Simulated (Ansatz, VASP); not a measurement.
# TaOF: VASP beside Ansatz

```
Ta O F
1.0
     2.98631    0.00000    0.00000
     0.00000    2.98631    0.00000
     0.00000    0.00000    4.18559
Ta O F
1 1 1
Direct
  0.00000 0.00000 0.00000
  0.50000 0.50000 0.00000
  0.00000 0.00000 0.50000
```

Change from the starting cell: species swapped into the TiOF type (P4/mmm, No. 123).

Alike in both runs: task relaxation of cell and atoms; functional PBE; k mesh 16 × 16 × 12; occupations gaussian, width 0.1 eV; no spin polarisation.

|  | VASP | Ansatz |
| --- | --- | --- |
| version | VASP 6.6.1 | Ansatz 0.2.0 |
| potentials or method | VASP PAW PBE potentials, release 64 (Ta_pv, O, F), cutoff 600 eV | scalar-relativistic, plane waves, PAW |
| valence electrons in the cell | 24 | 26 |

```tsv
	VASP	Ansatz	Ansatz less VASP
gap on the k mesh at the Fermi level, each at its own relaxed structure (eV)	none	none	-
relaxed volume (Å³/atom)	12.43	12.42	-0.009
relaxed length of the cell vector where the two differ most in proportion (Å)	2.985	2.984	-0.0009
```

A gap of «none» marks a metal or a gap that the smearing closes. VASP's potentials hold 24 valence electrons a cell and Ansatz's 26, so a difference there can come from the potentials and not from the codes.

Neither program's run includes spin-orbit coupling.
